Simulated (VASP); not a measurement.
The system is SiC.

```
CELL_PARAMETERS angstrom
0.00000 2.17900 2.17900
2.17900 0.00000 2.17900
2.17900 2.17900 0.00000
ATOMIC_POSITIONS crystal
Si 0.00000 0.00000 0.00000
C 0.75000 0.75000 0.75000
```

| Item | Value |
| --- | --- |
| Program | VASP 6.6.1 |
| Task | relaxation of cell and atoms |
| Functional | RPBE |
| Dispersion | D3(BJ) |
| Potentials or basis | VASP PAW PBE potentials, release 64 (Si, C) |
| Cutoff | 600 eV |
| k mesh | 10 × 10 × 10 |
| Occupations | fermi-dirac, width 0.05 eV |
| Spin | no spin polarisation |

At the start: pressure -16.3 GPa; volume 10.35 Å³/atom.

Task: How do energy, volume and symmetry change on relaxing?

Result: Over 3 steps the energy falls by 40.9 meV/atom and the volume is 9.60 Å³/atom (-7.2 %); space group F-43m (No. 216, to 0.1 Å) before and after.

The path:
```tsv
step	energy change (eV)	largest force (eV/Å)	pressure (GPa)	volume (Å³)
1	0.0000	0.0000	-16.28	20.69
2	0.0199	0.0000	23.51	17.70
3	-0.0818	0.0000	-0.27	19.20
```

Final structure:
```yaml
crystal:
  lattice:
    - [0.00000, 2.12546, 2.12546]
    - [2.12546, 0.00000, 2.12546]
    - [2.12546, 2.12546, 0.00000]
  atoms:
    - { symbol: Si, position: [0.00000, 0.00000, 0.00000] }
    - { symbol: C, position: [0.75000, 0.75000, 0.75000] }
```

Caveat: the PAW data sets were made with another functional, which shifts forces and pressure a little.
